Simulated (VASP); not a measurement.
A run of VASP 6.6.1 is set up as follows.

The input INCAR:

```
SYSTEM = TiAl
PREC = Accurate
ENCUT = 600
EDIFF = 1E-7
ISMEAR = 0
SIGMA = 0.1
LREAL = .False.
LASPH = .True.
NELM = 80
ALGO = Normal
ISIF = 3
LWAVE = .False.
LCHARG = .False.
GGA = PE
IBRION = 2
NSW = 100
EDIFFG = -0.002
```

Contents of KPOINTS:

```
Automatic mesh
0
Gamma
  14 14 14
  0 0 0
```

POSCAR

```
TiAl
1.0
    3.1790640000      0.0000000000      0.0000000000
    0.0000000000      3.1790640000      0.0000000000
    0.0000000000      0.0000000000      3.1790640000
Ti Al
1 1
Direct
    0.0000000000      0.0000000000      0.0000000000
    0.5000000000      0.5000000000      0.5000000000
```

Potentials or basis: VASP PAW PBE potentials, release 64 (Ti_sv, Al).

Command:

```bash
$ cat potpaw_PBE.64/Ti_sv/POTCAR potpaw_PBE.64/Al/POTCAR > POTCAR
$ mpirun -np 1 vasp_std > vasp.out
```

Problem. Predict the relaxed volume.

Solution. 16.17 Å³/atom.

Problem. Predict the space group after relaxing (to 0.05 Å).

Solution. Pm-3m (No. 221).

Problem. Estimate the relaxed cell.

Solution. a = 3.186 Å, b = 3.186 Å, c = 3.186 Å, α = 90.00°, β = 90.00°, γ = 90.00°.

The path:
```tsv
step	energy change (eV)	largest force (eV/Å)	pressure (GPa)	volume (Å³)
1	0.0000	0.0000	0.74	32.13
2	-0.0003	0.0000	-0.47	32.48
3	-0.0005	0.0000	0.01	32.34
```
